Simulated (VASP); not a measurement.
Here is a VASP 6.6.1 calculation.

Contents of INCAR:

```
SYSTEM = Ta
  PREC = Accurate
  ENCUT = 520
  EDIFF = 1E-6
  ISMEAR = 0
  SIGMA = 0.1
  LREAL = .False.
  LASPH = .True.
  NELM = 100
  ALGO = Fast
  ISIF = 2
  LWAVE = .False.
  LCHARG = .False.
  GGA = PE
  NBANDS = 18
```

The input KPOINTS:

```
Automatic mesh
0
Gamma
  16 16 16
  0 0 0
```

POSCAR

```
Ta
1.0
    3.3190623908      0.0000000000      0.0000000000
    0.0000000000      3.3190623908      0.0000000000
    0.0000000000      0.0000000000      3.1199186473
Ta
2
Direct
    0.0000000000      0.0000000000      0.0000000000
    0.5000000000      0.5000000000      0.5000000000
```

Potentials or basis: VASP PAW PBE potentials, release 64 (Ta_pv).

Command:

```bash
$ cat potpaw_PBE.64/Ta_pv/POTCAR > POTCAR
$ mpirun -np 1 vasp_std > vasp.out
```

Task: What does it give for the band gap on the k mesh?

Result: Zero (band 11 reaches 7.87 eV, above the bottom of band 12 at 4.69 eV).

Task: What does it give for the pressure?

Result: 14.2 GPa.

Stress tensor (GPa, compression positive):
```
11.86  0.00  0.00
 0.00 11.86  0.00
 0.00  0.00 18.75
```

Caveat: the cell differs from its parent crystal (strain along c alone, the other axes held: -6.0 %); spin-orbit coupling is left out, which moves the levels of the heavy elements.
